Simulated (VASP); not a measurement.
Runs of VASP 6.6.1 on SrTiO3. The structure is that of space group P4/mmm (No. 123), or close to it. The cells are those of the table. 

| cell | gap on the mesh (eV) | pressure (GPa) | largest force (eV/Å) |
| --- | --- | --- | --- |
| a = 4.074, b = 4.074, c = 3.661 Å, 5 atoms | 1.95 | 5.1 | 0.41 |
| a = 3.844, b = 3.844, c = 4.120 Å, 5 atoms | (a) | 2.8 | 0.42 |
| a = 4.028, b = 4.028, c = 3.753 Å, 5 atoms | 1.75 | (b) | 0.13 |
| a = 3.799, b = 3.799, c = 4.212 Å, 5 atoms | 1.85 | 6.2 | 1.44 |

Alike in all rows: task single point; level PBE; potentials or basis VASP PAW PBE potentials, release 64 (Sr_sv, Ti_sv, O); no spin polarisation; k mesh 8 × 8 × 8; cutoff (eV) 520; smearing gaussian 0.05 eV.

**Question.** Fill in the values left out.

**Answer.** (a) 1.77; (b) 2.3.

Caveats: forces of over 1 eV/Å act on the atoms, so gaps and moduli don't describe the material at rest (some runs).

A k mesh can miss the band edges, and the runs leave out spin-orbit coupling on Sr.
